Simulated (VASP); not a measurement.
# SiC (P6_3mc) in VASP: a series of runs

Runs on SiC. Level: PBE. Tasks: single point.

Everything below comes from runs of VASP 6.6.1. Logs are shortened: lines on timing, memory, paths and dates and some standing lists are left out, and cuts for length are marked.

**1. The cell of the first run**

The structure is hexagonal, space group P6_3mc (No. 186). Conventional cell: a = 2.878 Å, b = 2.878 Å, c = 10.129 Å, α = 90.00°, β = 90.00°, γ = 120.00°. Within 2.4 Å of Si (site symmetry 3m) lie 4 C at 1.78 to 1.90 Å. Within 2.4 Å of Si (site symmetry 3m) lie 4 C at 1.78 to 1.90 Å. C (site symmetry 3m) has 4 Si at 1.78 to 1.90 Å within 2.4 Å. Within 2.4 Å of C (site symmetry 3m) lie 4 Si at 1.78 to 1.90 Å.

**2. Single point, PBE**

The input, INCAR:

```
PREC     = Accurate       # precision mode
ENCUT    = 520            # plane-wave cutoff, eV
EDIFF    = 1E-6           # SCF threshold, eV
ISMEAR   = 0              # smearing method
SIGMA    = 0.05           # smearing width, eV
LREAL    = False          # projectors in reciprocal space
LASPH    = True           # aspherical terms in the spheres
NELM     = 60             # most SCF steps
ALGO     = Normal         # electronic algorithm
ISIF     = 2              # what is computed and relaxed
LWAVE    = False          # write WAVECAR
LCHARG   = True           # write CHGCAR
GGA      = PE             # functional
LELF     = True           # ELF
LVHAR    = True         
NBANDS   = 26             # bands
```

The input, KPOINTS:

```
Automatic mesh
0
Gamma
  12 12 4
```

The input, POSCAR:

```
SiC
1.0
    2.8775000000      0.0000000000      0.0000000000
   -1.4387500000      2.4919880994      0.0000000000
    0.0000000000      0.0000000000     10.1291708101
Si C
4 4
Direct
    0.6666666667      0.3333333333      0.9378436843
    0.3333333333      0.6666666667      0.4378436843
    0.0000000000      0.0000000000      0.6878989045
    0.0000000000      0.0000000000      0.1878989045
    0.6666666667      0.3333333333      0.7498087506
    0.3333333333      0.6666666667      0.2498087506
    0.0000000000      0.0000000000      0.5004476606
    0.0000000000      0.0000000000      0.0004476606
```

Potentials or basis: VASP PAW PBE potentials, release 64 (Si, C).

Run with:

```bash
$ cat potpaw_PBE.64/Si/POTCAR potpaw_PBE.64/C/POTCAR > POTCAR
$ mpirun -np 1 vasp_std > vasp.out
```

OUTCAR:

```text
PREC = Accurate
   ENCUT = 520
   EDIFF = 1E-6
   ISMEAR = 0
   LREAL = False
   LASPH = True
   NELM = 60
   ISIF = 2
   GGA = PE

 ion  position               nearest neighbor table
   1  0.667  0.333  0.938-   8 1.78   8 1.78   8 1.78   5 1.90   3 3.03   3 3.03   3 3.03   4 3.03
                             4 3.03   4 3.03
   2  0.333  0.667  0.438-   7 1.78   7 1.78   7 1.78   6 1.90   4 3.03   4 3.03   4 3.03   3 3.03
                             3 3.03   3 3.03
   3  0.000  0.000  0.688-   5 1.78   5 1.78   5 1.78   7 1.90   1 3.03   1 3.03   1 3.03   2 3.03
                             2 3.03   2 3.03
   4  0.000  0.000  0.188-   6 1.78   6 1.78   6 1.78   8 1.90   2 3.03   2 3.03   2 3.03   1 3.03
                             1 3.03   1 3.03
   5  0.667  0.333  0.750-   3 1.78   3 1.78   3 1.78   1 1.90
   6  0.333  0.667  0.250-   4 1.78   4 1.78   4 1.78   2 1.90
   7  0.000  0.000  0.500-   2 1.78   2 1.78   2 1.78   3 1.90
   8  0.000  0.000  0.000-   1 1.78   1 1.78   1 1.78   4 1.90

  LATTYP: Found a hexagonal cell.
 ALAT       =     2.8775000000
 C/A-ratio  =     3.5201288654

  Lattice vectors:

 A1 = (   2.8775000000,   0.0000000000,   0.0000000000)
 A2 = (  -1.4387500000,   2.4919880994,   0.0000000000)
 A3 = (   0.0000000000,   0.0000000000,  10.1291708101)

Analysis of symmetry for initial positions (statically):
=====================================================================
 Subroutine PRICEL returns:
 Original cell was already a primitive cell.

 Routine SETGRP: Setting up the symmetry group for a
 hexagonal supercell.

 Subroutine GETGRP returns: Found 12 space group operations
 (whereof  6 operations were pure point group operations)
 out of a pool of 24 trial point group operations.

The static configuration has the point symmetry C_3v.
 The point group associated with its full space group is C_6v.

Analysis of symmetry for dynamics (positions and initial velocities):
=====================================================================
 Subroutine PRICEL returns:
 Original cell was already a primitive cell.

 Routine SETGRP: Setting up the symmetry group for a
 hexagonal supercell.

 Subroutine GETGRP returns: Found 12 space group operations
 (whereof  6 operations were pure point group operations)
 out of a pool of 24 trial point group operations.

[... 116 lines left out ...]
   NSW    =      0    number of steps for IOM
   IBRION =     -1    ionic relax: 0-MD 1-quasi-New 2-CG
   NFREE  =      0    steps in history (QN), initial steepest desc. (CG)
   ISIF   =      2    stress and relaxation
   ISYM   =      2    0-nonsym 1-usesym 2-fastsym
   POTIM  = 0.5000    time-step for ionic-motion
   TEBEG  =    0.0;   TEEND  =   0.0 temperature during run
   PSTRESS=    0.0 pullay stress
   NELECT =      32.0000    total number of electrons
   NUPDOWN=      -1.0000    fix difference up-down
   EMIN   =  10.00;   EMAX   =-10.00  energy-range for DOS
   EFERMI =   0.00;   METHOD = LEGACY
   ISMEAR =     0;   SIGMA  =   0.05  broadening in eV -4-tet -1-fermi 0-gaus
   EFERMI_NEDOS =   21; number of points for ismear=-14 and -15
   IALGO  =     38    algorithm
   IMIX   =      4    mixing-type and parameters
     AMIX     =   0.40;   BMIX     =  1.00
     AMIX_MAG =   1.60;   BMIX_MAG =  1.00
  volume/ion in A,a.u.               =       9.08        61.27
  Fermi-wavevector in a.u.,A,eV,Ry     =   1.245699  2.354030 21.113056  1.551766
  Thomas-Fermi vector in A             =   2.379909
   LORBIT       =      0    0 simple, 1 ext, 2 COOP (PROOUT), +10 PAW based schemes
   GGA     = PE    functional components
   LHFCALC =     F    Hartree Fock is set to
   AEXX    =    0.0000 exact exchange contribution
   IVDW    =     0    specifies the selected vdW correction
   LEPSILON=     F    determine dielectric tensor
   LRPA    =     F    only Hartree local field effects (RPA)
 non-spin polarized calculation
 Gauss-broadening in eV      SIGMA  =   0.05
  energy-cutoff  :      520.00
  volume of cell :       72.63
 maximum number of plane-waves:      2000
 NGX is ok and might be reduce to    24
   NGX = 11   NGY = 11   NGZ = 37

 number of electron      32.0000002 magnetization

 Free energy of the ion-electron system (eV)
  ---------------------------------------------------
  ext. energy  EPLUGINS =         0.00000000
  ---------------------------------------------------
  free energy    TOTEN  =       -58.35182735 eV

  energy without entropy =      -58.35182735  energy(sigma->0) =      -58.35182735

 E-fermi :  10.1462     XC(G=0): -11.9334

 val. band max:        9.8916073010   @ k =   0.0000   0.0000   0.0000
 cond. band min:      11.6676336381   @ k =   0.5000  -0.0000   0.0000
 fundamental gap:      1.7760263371
 Fermi energy:        10.1461965129

 k-point     1 :       0.0000    0.0000    0.0000
  band No.  band energies     occupation
      1      -6.8498      2.00000
      2      -5.6834      2.00000
      3      -5.6646      2.00000
      4      -3.3936      2.00000
      5       0.1947      2.00000
      6       4.4542      2.00000
[... 685 lines left out ...]
     25      19.0844      0.00000
     26      19.6056      0.00000

 [... further k-points ...]

------------------------ aborting loop because EDIFF is reached ----------------------------------------

  FORCE on cell =-STRESS in cart. coord.  units (eV):
  Direction    XX          YY          ZZ          XY          YZ          ZX
  --------------------------------------------------------------------------------------
  -------------------------------------------------------------------------------------
  Total       27.6765303     27.6765303      3.2070447     -0.0000000      0.0000000      0.0000000
  in kB      610.5019214    610.5019214     70.7424997     -0.0000000      0.0000000      0.0000000
  external PRESSURE =     430.5821142 kB  Pullay stress =       0.0000000 kB

 VOLUME and BASIS-vectors are now :
 -----------------------------------------------------------------------------
  energy-cutoff  :      520.00
  volume of cell :       72.63
      direct lattice vectors                 reciprocal lattice vectors
     2.877500000  0.000000000  0.000000000     0.347523892  0.200643013  0.000000000
    -1.438750000  2.491988099  0.000000000     0.000000000  0.401286025  0.000000000
     0.000000000  0.000000000 10.129170810     0.000000000  0.000000000  0.098724764

 POSITION                                       TOTAL-FORCE (eV/Angst)
 -----------------------------------------------------------------------------------
      1.43875      0.83066      9.49958        -0.000000     -0.000000     -1.074672
     -0.00000      1.66133      4.43499         0.000000      0.000000     -1.074672
      0.00000      0.00000      6.96785         0.000000     -0.000000     -1.121886
      0.00000      0.00000      1.90326        -0.000000      0.000000     -1.121886
      1.43875      0.83066      7.59494        -0.000000      0.000000      1.138729
     -0.00000      1.66133      2.53036         0.000000     -0.000000      1.138729
      0.00000      0.00000      5.06912         0.000000     -0.000000      1.057829
      0.00000      0.00000      0.00453        -0.000000      0.000000      1.057829
 -----------------------------------------------------------------------------------
    total drift:                               -0.000000     -0.000000      0.000919

  FREE ENERGIE OF THE ION-ELECTRON SYSTEM (eV)
  ---------------------------------------------------
  free  energy   TOTEN  =       -58.3518273539 eV

  energy  without entropy=      -58.3518273539  energy(sigma->0) =      -58.35182735
```

It took 42 s on 1 thread of Intel Xeon 6975P-C (Granite Rapids), shared host; peak memory 0.23 GiB.

What came out:

| Item | Value |
| --- | --- |
| Free energy | -58.3518 eV |
| Pressure | 43.1 GPa |
| Largest force | 1.139 eV/Å |
| Band gap on the k mesh | 1.78 eV, indirect (least direct gap 3.16 eV) |

Forces in eV/Å, atoms in the order of the input:
```
Si   0.000  0.000 -1.075
Si   0.000  0.000 -1.075
Si   0.000  0.000 -1.122
Si   0.000  0.000 -1.122
C    0.000  0.000  1.139
C    0.000  0.000  1.139
C    0.000  0.000  1.058
C    0.000  0.000  1.058
```

Stress tensor (GPa, compression positive):
```
61.05  0.00  0.00
 0.00 61.05  0.00
 0.00  0.00  7.07
```

Caveat: forces of over 1 eV/Å act on the atoms, so gaps and moduli don't describe the material at rest.

**3. Single point, PBE**

This run uses another cell than the first one, of 9.21 Å³/atom, 1.015 times its volume.

The input, INCAR:

```
SYSTEM = SiC
ALGO = Normal
EDIFF = 1E-6
ENCUT = 520
GGA = PE
ISIF = 2
ISMEAR = 0
LASPH = .TRUE.
LCHARG = .FALSE.
LREAL = .FALSE.
LWAVE = .FALSE.
NBANDS = 26
NELM = 100
PREC = Accurate
SIGMA = 0.05
```

The input, KPOINTS:

```
k-points
0
G
  12 12 4
  0 0 0
```

Edit POSCAR of step 2 so:

```diff
@@ -2,5 +2,5 @@
 1.0
-    2.8775000000      0.0000000000      0.0000000000
-   -1.4387500000      2.4919880994      0.0000000000
-    0.0000000000      0.0000000000     10.1291708101
+    3.0219000000      0.0000000000      0.0000000000
+   -1.5109500000      2.6170421677      0.0000000000
+    0.0000000000      0.0000000000      9.3188000000
 Si C
```

Potentials or basis: VASP PAW PBE potentials, release 64 (Si, C).

Run with:

```bash
$ cat potpaw_PBE.64/Si/POTCAR potpaw_PBE.64/C/POTCAR > POTCAR
$ mpirun -np 1 vasp_std > vasp.out
```

Wall time 43 s (1 thread of Intel Xeon 6975P-C (Granite Rapids), shared host); peak memory 0.23 GiB.

The run converged. Its results:

```
Free energy            : -58.8022 eV
Pressure               : 36.9 GPa
Largest force          : 1.405 eV/Å
Band gap on the k mesh : 1.95 eV, indirect (least direct gap 3.18 eV)
```

Forces in eV/Å, atoms in the order of the input:
```
Si   0.000  0.000  1.187
Si   0.000  0.000  1.187
Si   0.000  0.000  1.405
Si   0.000  0.000  1.405
C    0.000  0.000 -1.317
C    0.000  0.000 -1.317
C    0.000  0.000 -1.275
C    0.000  0.000 -1.275
```

Stress tensor (GPa, compression positive):
```
21.45  0.00  0.00
 0.00 21.45  0.00
 0.00  0.00 67.83
```

Levels at points of the mesh, in eV from the valence-band top:
```tsv
k point	band 13	band 14	band 15	band 16	band 17	band 18	band 19	band 20
(0.00, 0.00, 0.00)	-1.04	-0.30	-0.30	0.00	4.97	5.69	6.54	6.82
(0.50, 0.00, 0.00)	-2.87	-2.22	-1.62	-1.23	1.95	2.18	4.17	5.64
(0.00, 0.00, 0.50)	-0.57	-0.57	-0.57	-0.57	5.23	5.23	7.04	7.04
(0.50, 0.00, 0.50)	-2.72	-2.72	-1.83	-1.83	2.32	2.32	4.45	4.45
```

Caveat: forces of over 1 eV/Å act on the atoms, so gaps and moduli don't describe the material at rest. A hybrid or GW would open this gap; PBE tends to underestimate it.

**4. Single point, PBE**

This run uses another cell than the first one, of 9.29 Å³/atom, 1.023 times its volume.

The input, INCAR:

```
SYSTEM = SiC
ALGO     = Normal         ! electronic algorithm
EDIFF    = 1E-6           ! SCF threshold, eV
ENCUT    = 520            ! plane-wave cutoff, eV
GGA      = PE             ! functional
ISIF     = 2              ! what is computed and relaxed
ISMEAR   = 0              ! smearing method
LASPH    = .True.         ! aspherical terms in the spheres
LCHARG   = .False.        ! write CHGCAR
LREAL    = .False.        ! projectors in reciprocal space
LWAVE    = .False.        ! write WAVECAR
NBANDS   = 26             ! bands
NELM     = 60             ! most SCF steps
PREC     = Accurate       ! precision mode
SIGMA    = 0.05           ! smearing width, eV
```

The input, KPOINTS:

```
k-points
0
Gamma
  12 12 4
  0 0 0
```

Edit POSCAR of step 3 so:

```diff
@@ -2,5 +2,5 @@
 1.0
-    3.0219000000      0.0000000000      0.0000000000
-   -1.5109500000      2.6170421677      0.0000000000
-    0.0000000000      0.0000000000      9.3188000000
+    2.9497000000      0.0000000000      0.0000000000
+   -1.4748500000      2.5545151336      0.0000000000
+    0.0000000000      0.0000000000      9.8591000000
 Si C
```

Run with:

```bash
$ cat potpaw_PBE.64/Si/POTCAR potpaw_PBE.64/C/POTCAR > POTCAR
$ mpirun -np 1 vasp_std > vasp.out
```

Wall time 48 s (1 thread of Intel Xeon 6975P-C (Granite Rapids), shared host); peak memory 0.24 GiB.

It converged, with:

| Item | Value |
| --- | --- |
| Free energy | -59.2915 eV |
| Pressure | 33.3 GPa |
| Largest force | 0.363 eV/Å |
| Band gap on the k mesh | 2.12 eV, indirect (least direct gap 3.34 eV) |

Forces in eV/Å, atoms in the order of the input:
```
Si   0.000  0.000 -0.357
Si   0.000  0.000 -0.357
Si   0.000  0.000 -0.331
Si   0.000  0.000 -0.331
C    0.000  0.000  0.363
C    0.000  0.000  0.363
C    0.000  0.000  0.325
C    0.000  0.000  0.325
```

Stress tensor (GPa, compression positive):
```
38.43  0.00  0.00
 0.00 38.43  0.00
 0.00  0.00 22.93
```

Levels at points of the mesh, in eV from the valence-band top:
| k point | band 13 | band 14 | band 15 | band 16 | band 17 | band 18 | band 19 | band 20 |
| --- | --- | --- | --- | --- | --- | --- | --- | --- |
| (0.00, 0.00, 0.00) | -0.54 | -0.20 | 0.00 | 0.00 | 6.34 | 6.86 | 7.00 | 7.48 |
| (0.50, 0.00, 0.00) | -2.47 | -2.47 | -1.76 | -1.21 | 2.12 | 2.48 | 4.58 | 5.21 |
| (0.00, 0.00, 0.50) | -0.19 | -0.19 | -0.19 | -0.19 | 6.54 | 6.54 | 7.79 | 7.79 |
| (0.50, 0.00, 0.50) | -2.73 | -2.73 | -1.65 | -1.65 | 2.70 | 2.70 | 4.40 | 4.40 |

A k mesh can miss the band edges.

**5. Single point, PBE**

This run uses another cell than the first one, of 9.32 Å³/atom, 1.027 times its volume.

The input, INCAR:

```
SYSTEM = SiC
ALGO = Normal
EDIFF = 1E-7
ENCUT = 520
GGA = PE
ISIF = 2
ISMEAR = 0
LASPH = .True.
LCHARG = .True.
LELF = .True.
LREAL = .False.
LVHAR = .True.
LWAVE = .False.
NBANDS = 26
NELM = 80
PREC = Accurate
SIGMA = 0.05
```

KPOINTS is that of step 4.

Edit POSCAR of step 4 so:

```diff
@@ -2,5 +2,5 @@
 1.0
-    2.9497000000      0.0000000000      0.0000000000
-   -1.4748500000      2.5545151336      0.0000000000
-    0.0000000000      0.0000000000      9.8591000000
+    2.8775000000      0.0000000000      0.0000000000
+   -1.4387500000      2.4919880994      0.0000000000
+    0.0000000000      0.0000000000     10.3993000000
 Si C
```

Run with:

```bash
$ cat potpaw_PBE.64/Si/POTCAR potpaw_PBE.64/C/POTCAR > POTCAR
$ mpirun -np 1 vasp_std > vasp.out
```

Run time: 49 s. Hardware: 1 thread of Intel Xeon 6975P-C (Granite Rapids), shared host; peak memory 0.24 GiB.

The run converged. Its results:

```
Free energy            : -58.3360 eV
Pressure               : 35.5 GPa
Largest force          : 1.224 eV/Å
Band gap on the k mesh : 1.59 eV, indirect (least direct gap 3.05 eV)
```

Forces in eV/Å, atoms in the order of the input:
```
Si   0.000  0.000 -1.134
Si   0.000  0.000 -1.134
Si   0.000  0.000 -1.221
Si   0.000  0.000 -1.221
C    0.000  0.000  1.224
C    0.000  0.000  1.224
C    0.000  0.000  1.132
C    0.000  0.000  1.132
```

Stress tensor (GPa, compression positive):
```
57.91  0.00  0.00
 0.00 57.91  0.00
 0.00  0.00 -9.27
```

Levels at points of the mesh, in eV from the valence-band top:
```
           k point  band 12  band 13  band 14  band 15  band 16  band 17  band 18  band 19  band 20  band 21
(0.00, 0.00, 0.00)    -0.48    -0.39    -0.39     0.00     0.00     4.59     7.42     7.52     7.94     8.22
(0.50, 0.00, 0.00)    -2.96    -2.41    -2.40    -2.18    -1.45     1.59     2.36     4.69     4.75     5.00
(0.00, 0.00, 0.50)    -0.71    -0.13    -0.13    -0.13    -0.13     6.19     6.19     7.56     7.56     8.33
(0.50, 0.00, 0.50)    -3.03    -2.93    -2.93    -1.77    -1.77     2.42     2.42     4.21     4.21     6.02
```

Caveat: forces of over 1 eV/Å act on the atoms, so gaps and moduli don't describe the material at rest. A k mesh can miss the band edges.

**6. Overview**

| cell | gap on the mesh (eV) | pressure (GPa) | largest force (eV/Å) |
| --- | --- | --- | --- |
| a = 2.877, b = 2.878, c = 10.129 Å, angles 90.0, 90.0, 120.0°, 8 atoms | 1.78 | 43.1 | 1.14 |
| a = 3.022, b = 3.022, c = 9.319 Å, angles 90.0, 90.0, 120.0°, 8 atoms | 1.95 | 36.9 | 1.41 |
| a = 2.950, b = 2.950, c = 9.859 Å, angles 90.0, 90.0, 120.0°, 8 atoms | 2.12 | 33.3 | 0.36 |
| a = 2.877, b = 2.878, c = 10.399 Å, angles 90.0, 90.0, 120.0°, 8 atoms | 1.59 | 35.5 | 1.22 |

Alike in all rows: task single point; level PBE; potentials or basis VASP PAW PBE potentials, release 64 (Si, C); no spin polarisation; k mesh 12 × 12 × 4; cutoff (eV) 520; smearing gaussian 0.05 eV.

Caveats: forces of over 1 eV/Å act on the atoms, so gaps and moduli don't describe the material at rest (some runs).

Absolute energies hang on the potentials; compare differences alone.
